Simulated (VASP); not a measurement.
# Os (Pm-3n) in VASP: single point with PBEsol

Aim: the single point of Os with PBEsol.

Everything below comes from runs of VASP 6.6.1. Logs are shortened: lines on timing, memory, paths and dates and some standing lists are left out, and cuts for length are marked.

## Step 1: The cell of the first run

It takes space group Pm-3n (No. 223, cubic). The conventional cell has a = 4.865 Å, b = 4.865 Å, c = 4.865 Å, α = 90.00°, β = 90.00°, γ = 90.00°. Within 3.6 Å of Os (site symmetry m-3) lie 12 Os at 2.72 Å. Within 3.2 Å of Os (site symmetry -4m2) lie 14 Os at 2.43 to 2.98 Å.

## Step 2: Single point, PBEsol

The input, INCAR:

```
PREC     = Accurate       # precision mode
ENCUT    = 520            # plane-wave cutoff, eV
EDIFF    = 1E-6           # SCF threshold, eV
ISMEAR   = -1             # smearing method
SIGMA    = 0.1            # smearing width, eV
LREAL    = False          # projectors in reciprocal space
LASPH    = True           # aspherical terms in the spheres
NELM     = 100            # most SCF steps
ALGO     = Normal         # electronic algorithm
ISIF     = 2              # what is computed and relaxed
LWAVE    = False          # write WAVECAR
LCHARG   = False          # write CHGCAR
GGA      = PS             # functional
NBANDS   = 42             # bands
```

The input, KPOINTS:

```
Automatic mesh
0
Gamma
  7 7 7
```

The input, POSCAR:

```
Os
1.0
    4.8647135685      0.0000000000      0.0000000000
    0.0000000000      4.8647135685      0.0000000000
    0.0000000000      0.0000000000      4.8647135685
Os
8
Direct
    0.0000000000      0.0000000000      1.0000000000
    0.5000000000      0.5000000000      0.5000000000
    0.2500000000      1.0000000000      0.5000000000
    0.7500000000      1.0000000000      0.5000000000
    0.5000000000      0.2500000000      1.0000000000
    0.5000000000      0.7500000000      0.0000000000
    0.0000000000      0.5000000000      0.2500000000
    0.0000000000      0.5000000000      0.7500000000
```

Potentials or basis: VASP PAW PBE potentials, release 64 (Os).

Command:

```console
cat potpaw_PBE.64/Os/POTCAR > POTCAR
mpirun -np 1 vasp_std > vasp.out
```

OUTCAR:

```text
PREC = Accurate
   ENCUT = 520
   EDIFF = 1E-6
   ISMEAR = -1
   LREAL = False
   LASPH = True
   NELM = 100
   ISIF = 2
   GGA = PS

 ion  position               nearest neighbor table
   1  0.000  0.000  0.000-   3 2.72   4 2.72   5 2.72   6 2.72   7 2.72   8 2.72   3 2.72   4 2.72
                             7 2.72   8 2.72   5 2.72   6 2.72
   2  0.500  0.500  0.500-   3 2.72   4 2.72   5 2.72   6 2.72   7 2.72   8 2.72   5 2.72   6 2.72
                             3 2.72   4 2.72   7 2.72   8 2.72
   3  0.250  0.000  0.500-   4 2.43   4 2.43   1 2.72   1 2.72   2 2.72   2 2.72   8 2.98   5 2.98
                             5 2.98   6 2.98   6 2.98   7 2.98   8 2.98   7 2.98
   4  0.750  0.000  0.500-   3 2.43   3 2.43   1 2.72   1 2.72   2 2.72   2 2.72   8 2.98   5 2.98
                             5 2.98   6 2.98   6 2.98   7 2.98   8 2.98   7 2.98
   5  0.500  0.250  0.000-   6 2.43   6 2.43   1 2.72   2 2.72   2 2.72   1 2.72   8 2.98   4 2.98
                             3 2.98   4 2.98   3 2.98   7 2.98   7 2.98   8 2.98
   6  0.500  0.750  0.000-   5 2.43   5 2.43   1 2.72   2 2.72   2 2.72   1 2.72   8 2.98   4 2.98
                             3 2.98   4 2.98   3 2.98   7 2.98   7 2.98   8 2.98
   7  0.000  0.500  0.250-   8 2.43   8 2.43   1 2.72   2 2.72   1 2.72   2 2.72   3 2.98   4 2.98
                             5 2.98   3 2.98   4 2.98   6 2.98   5 2.98   6 2.98
   8  0.000  0.500  0.750-   7 2.43   7 2.43   1 2.72   2 2.72   1 2.72   2 2.72   3 2.98   4 2.98
                             5 2.98   3 2.98   4 2.98   6 2.98   5 2.98   6 2.98

  LATTYP: Found a simple cubic cell.
 ALAT       =     4.8647135685

  Lattice vectors:

 A1 = (   4.8647135685,   0.0000000000,   0.0000000000)
 A2 = (   0.0000000000,   4.8647135685,   0.0000000000)
 A3 = (   0.0000000000,   0.0000000000,   4.8647135685)

Analysis of symmetry for initial positions (statically):
=====================================================================
 Subroutine PRICEL returns:
 Original cell was already a primitive cell.

 Routine SETGRP: Setting up the symmetry group for a
 simple cubic supercell.

 Subroutine GETGRP returns: Found 48 space group operations
 (whereof 24 operations were pure point group operations)
 out of a pool of 48 trial point group operations.

The static configuration has the point symmetry T_h .
 The point group associated with its full space group is O_h .

Analysis of symmetry for dynamics (positions and initial velocities):
=====================================================================
 Subroutine PRICEL returns:
 Original cell was already a primitive cell.

 Routine SETGRP: Setting up the symmetry group for a
 simple cubic supercell.

 Subroutine GETGRP returns: Found 48 space group operations
 (whereof 24 operations were pure point group operations)
 out of a pool of 48 trial point group operations.

The dynamic configuration has the point symmetry T_h .
 The point group associated with its full space group is O_h .

 Subroutine INISYM returns: Found 48 space group operations
 (whereof 24 operations are pure point group operations),
 and found     1 'primitive' translations

----------------------------------------------------------------------------------------

                                     Primitive cell

  volume of cell :     115.1256

  direct lattice vectors                    reciprocal lattice vectors
     4.864713569  0.000000000  0.000000000     0.205561948  0.000000000  0.000000000
     0.000000000  4.864713569  0.000000000     0.000000000  0.205561948  0.000000000
     0.000000000  0.000000000  4.864713569     0.000000000  0.000000000  0.205561948

  length of vectors
     4.864713569  4.864713569  4.864713569     0.205561948  0.205561948  0.205561948

  position of ions in fractional coordinates (direct lattice)
     0.000000000  0.000000000  0.000000000
     0.500000000  0.500000000  0.500000000
     0.250000000  0.000000000  0.500000000
     0.750000000  0.000000000  0.500000000
     0.500000000  0.250000000  0.000000000
     0.500000000  0.750000000  0.000000000
     0.000000000  0.500000000  0.250000000
     0.000000000  0.500000000  0.750000000

  ion indices of the primitive-cell ions
   primitive index   ion index
                 1           1
                 2           2
                 3           3
                 4           4
                 5           5
                 6           6
                 7           7
                 8           8

----------------------------------------------------------------------------------------

 KPOINTS: Automatic mesh

Automatic generation of k-mesh.
 Grid dimensions read from file:
 generate k-points for:    7    7    7

 Generating k-lattice:

  Cartesian coordinates                     Fractional coordinates (reciprocal lattice)
     0.029365993  0.000000000  0.000000000     0.142857143  0.000000000  0.000000000
     0.000000000  0.029365993  0.000000000     0.000000000  0.142857143  0.000000000
     0.000000000  0.000000000  0.029365993     0.000000000  0.000000000  0.142857143

  Length of vectors
     0.029365993  0.029365993  0.029365993

  Shift w.r.t. Gamma in fractional coordinates (k-lattice)
     0.000000000  0.000000000  0.000000000

 Subroutine IBZKPT returns following result:
 ===========================================

 Found     20 irreducible k-points:

 Following reciprocal coordinates:
            Coordinates               Weight
  0.000000  0.000000  0.000000      1.000000
  0.142857  0.000000  0.000000      6.000000
  0.285714  0.000000  0.000000      6.000000
  0.428571  0.000000  0.000000      6.000000
  0.142857  0.142857  0.000000     12.000000
  0.285714  0.142857  0.000000     24.000000
[... 12 lines left out ...]
  0.428571  0.428571  0.285714     24.000000
  0.428571  0.428571  0.428571      8.000000
   k-points           NKPTS =     20   k-points in BZ     NKDIM =     20   number of bands    NBANDS=     42
   number of dos      NEDOS =    301   number of ions     NIONS =      8
   total plane-waves  NPLWV =  46656
   dimension x,y,z NGX =    36 NGY =   36 NGZ =   36
   dimension x,y,z NGXF=    72 NGYF=   72 NGZF=   72
   ions per type =               8
   NGX,Y,Z   is equivalent  to a cutoff of  12.30, 12.30, 12.30 a.u.
   NGXF,Y,Z  is equivalent  to a cutoff of  24.61, 24.61, 24.61 a.u.
 SYSTEM =  unknown system
   PREC   = accura    normal or accurate (medium, high low for compatibility)
   ISTART =      0    job   : 0-new  1-cont  2-samecut
   ICHARG =      2    charge: 1-file 2-atom 10-const
   ISPIN  =      1    spin polarized calculation?
   LNONCOLLINEAR =      F non collinear calculations
   LSORBIT =      F    spin-orbit coupling
   LASPH  =      T    aspherical Exc in radial PAW
   ENCUT  =  520.0 eV  38.22 Ry    6.18 a.u.   9.05  9.05  9.05*2*pi/ulx,y,z
   NELM   =    100;   NELMIN=  2; NELMDL= -5     # of ELM steps
   EDIFF  = 0.1E-05   stopping-criterion for ELM
   LREAL  =      F    real-space projection
   EDIFFG = 0.1E-04   stopping-criterion for IOM
   NSW    =      0    number of steps for IOM
   IBRION =     -1    ionic relax: 0-MD 1-quasi-New 2-CG
   NFREE  =      0    steps in history (QN), initial steepest desc. (CG)
   ISIF   =      2    stress and relaxation
   ISYM   =      2    0-nonsym 1-usesym 2-fastsym
   POTIM  = 0.5000    time-step for ionic-motion
   TEBEG  =    0.0;   TEEND  =   0.0 temperature during run
   PSTRESS=    0.0 pullay stress
   NELECT =      64.0000    total number of electrons
   NUPDOWN=      -1.0000    fix difference up-down
   EMIN   =  10.00;   EMAX   =-10.00  energy-range for DOS
   EFERMI =   0.00;   METHOD = LEGACY
   ISMEAR =    -1;   SIGMA  =   0.10  broadening in eV -4-tet -1-fermi 0-gaus
   EFERMI_NEDOS =   21; number of points for ismear=-14 and -15
   IALGO  =     38    algorithm
   IMIX   =      4    mixing-type and parameters
     AMIX     =   0.40;   BMIX     =  1.00
     AMIX_MAG =   1.60;   BMIX_MAG =  1.00
  volume/ion in A,a.u.               =      14.39        97.11
  Fermi-wavevector in a.u.,A,eV,Ry     =   1.346101  2.543761 24.653581  1.811987
  Thomas-Fermi vector in A             =   2.473960
   LORBIT       =      0    0 simple, 1 ext, 2 COOP (PROOUT), +10 PAW based schemes
   GGA     = PS    functional components
   LHFCALC =     F    Hartree Fock is set to
   AEXX    =    0.0000 exact exchange contribution
   IVDW    =     0    specifies the selected vdW correction
   LEPSILON=     F    determine dielectric tensor
   LRPA    =     F    only Hartree local field effects (RPA)
 non-spin polarized calculation
  energy-cutoff  :      520.00
  volume of cell :      115.13
 maximum number of plane-waves:      3116
   NGX = 19   NGY = 19   NGZ = 19

 number of electron      63.9999985 magnetization

 Free energy of the ion-electron system (eV)
  ---------------------------------------------------
  ext. energy  EPLUGINS =         0.00000000
  ---------------------------------------------------
  free energy    TOTEN  =       -92.91104227 eV

  energy without entropy =      -92.61610935  energy(sigma->0) =      -92.76357581

 E-fermi :   9.1533     XC(G=0): -13.9643

 val. band max:        9.1331802008   @ k =   0.2857   0.0000   0.0000
 cond. band min:       9.1644019738   @ k =   0.2857   0.1429   0.0000
 fundamental gap:      0.0312217730
 Fermi energy:         9.1532829443

 k-point     1 :       0.0000    0.0000    0.0000
  band No.  band energies     occupation
      1      -1.8578      2.00000
      2       1.1944      2.00000
      3       1.1944      2.00000
      4       2.5187      2.00000
      5       2.7206      2.00000
      6       2.7206      2.00000
[... 34 lines left out ...]
     41      11.3097      0.00000
     42      13.0875      0.00000

 k-point     2 :       0.1429    0.0000    0.0000
  band No.  band energies     occupation
      1      -1.6628      2.00000
      2       1.1289      2.00000
      3       1.4001      2.00000
      4       2.0608      2.00000
      5       2.7534      2.00000
      6       2.7534      2.00000
[... 34 lines left out ...]
     41      11.3171      0.00000
     42      11.7932      0.00000

 k-point     3 :       0.2857    0.0000    0.0000
  band No.  band energies     occupation
      1      -1.1115      2.00000
      2       0.9715      2.00000
      3       1.6404      2.00000
      4       1.7587      2.00000
      5       2.8108      2.00000
      6       2.8108      2.00000
[... 34 lines left out ...]
     41      10.9828      0.00000
     42      11.3190      0.00000

 k-point     4 :       0.4286    0.0000    0.0000
  band No.  band energies     occupation
      1      -0.3088      2.00000
      2       0.5264      2.00000
      3       1.4293      2.00000
      4       1.6398      2.00000
      5       2.8625      2.00000
      6       2.8625      2.00000
[... 664 lines left out ...]
     41      10.8759      0.00000
     42      11.0373      0.00000

 k-point    19 :       0.4286    0.4286    0.2857
  band No.  band energies     occupation
      1       1.5236      2.00000
      2       1.9431      2.00000
      3       1.9811      2.00000
      4       2.1821      2.00000
      5       2.2809      2.00000
      6       2.4506      2.00000
[... 34 lines left out ...]
     41      10.7447      0.00000
     42      10.7884      0.00000

 k-point    20 :       0.4286    0.4286    0.4286
  band No.  band energies     occupation
      1       1.9602      2.00000
      2       2.1260      2.00000
      3       2.1260      2.00000
      4       2.4647      2.00000
      5       2.4686      2.00000
      6       2.4686      2.00000
[... 34 lines left out ...]
     41      10.5815      0.00000
     42      10.7232      0.00000

------------------------ aborting loop because EDIFF is reached ----------------------------------------

  FORCE on cell =-STRESS in cart. coord.  units (eV):
  Direction    XX          YY          ZZ          XY          YZ          ZX
  --------------------------------------------------------------------------------------
  -------------------------------------------------------------------------------------
  Total        0.0321509      0.0321509      0.0321509     -0.0000000      0.0000000      0.0000000
  in kB        0.4474375      0.4474375      0.4474375     -0.0000000      0.0000000      0.0000000
  external PRESSURE =       0.4474375 kB  Pullay stress =       0.0000000 kB

 VOLUME and BASIS-vectors are now :
 -----------------------------------------------------------------------------
  energy-cutoff  :      520.00
  volume of cell :      115.13
      direct lattice vectors                 reciprocal lattice vectors
     4.864713569  0.000000000  0.000000000     0.205561948  0.000000000  0.000000000
     0.000000000  4.864713569  0.000000000     0.000000000  0.205561948  0.000000000
     0.000000000  0.000000000  4.864713569     0.000000000  0.000000000  0.205561948

 POSITION                                       TOTAL-FORCE (eV/Angst)
 -----------------------------------------------------------------------------------
      0.00000      0.00000      0.00000        -0.000000      0.000000      0.000000
      2.43236      2.43236      2.43236        -0.000000      0.000000      0.000000
      1.21618      0.00000      2.43236         0.000000      0.000000     -0.000000
      3.64854      0.00000      2.43236        -0.000000     -0.000000     -0.000000
      2.43236      1.21618      0.00000        -0.000000     -0.000000      0.000000
      2.43236      3.64854      0.00000         0.000000      0.000000     -0.000000
      0.00000      2.43236      1.21618        -0.000000     -0.000000     -0.000000
      0.00000      2.43236      3.64854         0.000000     -0.000000      0.000000
 -----------------------------------------------------------------------------------
    total drift:                                0.000000      0.000000     -0.000000

  FREE ENERGIE OF THE ION-ELECTRON SYSTEM (eV)
  ---------------------------------------------------
  free  energy   TOTEN  =       -92.9110422650 eV

  energy  without entropy=      -92.6161093454  energy(sigma->0) =      -92.76357581
```

It took 96 s on 1 thread of Intel Xeon Platinum 8259CL at 2.50GHz (Skylake/Cascade Lake), shared host; peak memory 0.23 GiB.

Results:

```yaml
Free_energy: -92.9110 eV
Pressure: 0.0 GPa
Band_gap_on_the_k_mesh: zero (band 32 reaches 9.43 eV, above the bottom of band 33 at 8.70 eV)
```

Caveat: the PAW data sets were made with another functional, which shifts forces and pressure a little; spin-orbit coupling is left out, which moves the levels of the heavy elements.
